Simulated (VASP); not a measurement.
Set up this calculation in VASP 6.6.1, as the native input.

* Task: single point
* Functional: PBE
* Potentials or basis: VASP PAW PBE potentials, release 64 (Os)
* Cutoff: 520 eV
* k mesh: 14 × 14 × 14
* Occupations: fermi-dirac, width 0.03 eV
* Spin: no spin polarisation
* Dipole correction: no
* Further INCAR settings: ALGO = Normal; EDIFF = 1e-06; NBANDS = 10

The structure of Os lies in POSCAR:

```
Os
1.0
    0.0000000000      1.9831469396      1.9831469396
    1.9831469396      0.0000000000      1.9831469396
    1.9831469396      1.9831469396      0.0000000000
Os
1
Direct
    0.0000000000      0.0000000000      0.0000000000
```

This isn't the form of Os at room conditions, which is hcp.

One way to write it, as run:

INCAR

```
ALGO = Normal
EDIFF = 1E-6
ENCUT = 520
GGA = PE
ISIF = 2
ISMEAR = -1
LASPH = True
LCHARG = False
LREAL = False
LWAVE = False
NBANDS = 10
NELM = 60
PREC = Accurate
SIGMA = 0.03
```

KPOINTS

```
k-points
0
Gamma
  14 14 14
```

Potentials or basis: VASP PAW PBE potentials, release 64 (Os).

The run is started by

```bash
$ cat potpaw_PBE.64/Os/POTCAR > POTCAR
$ mpirun -np 1 vasp_std > vasp.out
```

It gave:

* Pressure: -27.2 GPa
* Band gap on the k mesh: zero (bands 4 and 5 overlap by 3.30 eV)

Caveat: the cell stands under tension; spin-orbit coupling is left out, which moves the levels of the heavy elements.

It took 24 s on 1 thread of AMD EPYC 7R13, with other jobs on the host, peak memory 0.12 GiB.
